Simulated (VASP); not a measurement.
Set up this calculation in VASP 6.6.1, as the native input.

```yaml
Task: relaxation of cell and atoms
Functional: PBE
Potentials_or_basis: VASP PAW PBE potentials, release 64 (Ga_d, Ge_d, O)
Cutoff: 600 eV
k_mesh: 4 × 4 × 1
Occupations: gaussian, width 0.15 eV
Spin: no spin polarisation
Dipole_correction: no
Further_INCAR_settings: ALGO = Normal; EDIFF = 1e-06; IBRION = 2; EDIFFG = -0.08; NSW = 36; ISIF = 3
```

The structure of Ga2Ge2O3 lies in POSCAR:

```
Ga2Ge2O3
1.0
    3.3000000000      0.0000000000      0.0000000000
   -1.6500000000      2.8578838300      0.0000000000
    0.0000000000      0.0000000000     10.6000000000
Ga Ge O
2 2 3
Direct
    0.3333333300      0.6666666700      0.1050000000
    0.6666666700      0.3333333300      0.8950000000
    0.6666666700      0.3333333300      0.4050000000
    0.3333333300      0.6666666700      0.5950000000
    0.6666666700      0.3333333300      0.1900000000
    0.3333333300      0.6666666700      0.8100000000
    0.0000000000      0.0000000000      0.0000000000
```

One way to write it, as run:

INCAR

```
SYSTEM = Ga2Ge2O3
ALGO     = Normal         ! electronic algorithm
EDIFF    = 1E-6           ! SCF threshold, eV
EDIFFG   = -0.08          ! ionic threshold
ENCUT    = 600            ! plane-wave cutoff, eV
GGA      = PE             ! functional
IBRION   = 2              ! ionic algorithm
ISIF     = 3              ! what is computed and relaxed
ISMEAR   = 0              ! smearing method
LASPH    = .True.         ! aspherical terms in the spheres
LCHARG   = .False.        ! write CHGCAR
LREAL    = .False.        ! projectors in reciprocal space
LWAVE    = .False.        ! write WAVECAR
NELM     = 60             ! most SCF steps
NSW      = 36             ! ionic steps
PREC     = Accurate       ! precision mode
SIGMA    = 0.15           ! smearing width, eV
```

KPOINTS

```
k-points
0
Gamma
  4 4 1
  0 0 0
```

Potentials or basis: VASP PAW PBE potentials, release 64 (Ga_d, Ge_d, O).

Run with:

```sh
$ cat potpaw_PBE.64/Ga_d/POTCAR potpaw_PBE.64/Ge_d/POTCAR potpaw_PBE.64/O/POTCAR > POTCAR
$ mpirun -np 1 vasp_std > vasp.out
```

Results of the run:

The relaxed volume is 14.78 Å³/atom. The relaxed cell is a = 3.057 Å, b = 3.057 Å, c = 12.787 Å, α = 90.00°, β = 90.00°, γ = 120.00° and the space group after relaxing (to 0.05 Å) is P-3m1 (No. 164). The energy gained by relaxing is 214.8 meV/atom, the ionic steps are 18 and the pressure after relaxing is 0.2 GPa. The largest force after relaxing is 0.077 eV/Å.

Caveat: the k points lie up to 0.59 Å⁻¹ apart in the final cell; the relaxation stopped at a loose force limit of 0.08 eV/Å, so its end isn't a converged minimum.

Wall time 5.5 min on 1 thread of Intel(R) Xeon(R) Platinum 8488C (Sapphire Rapids), with other jobs on the host, peak memory 0.27 GiB.
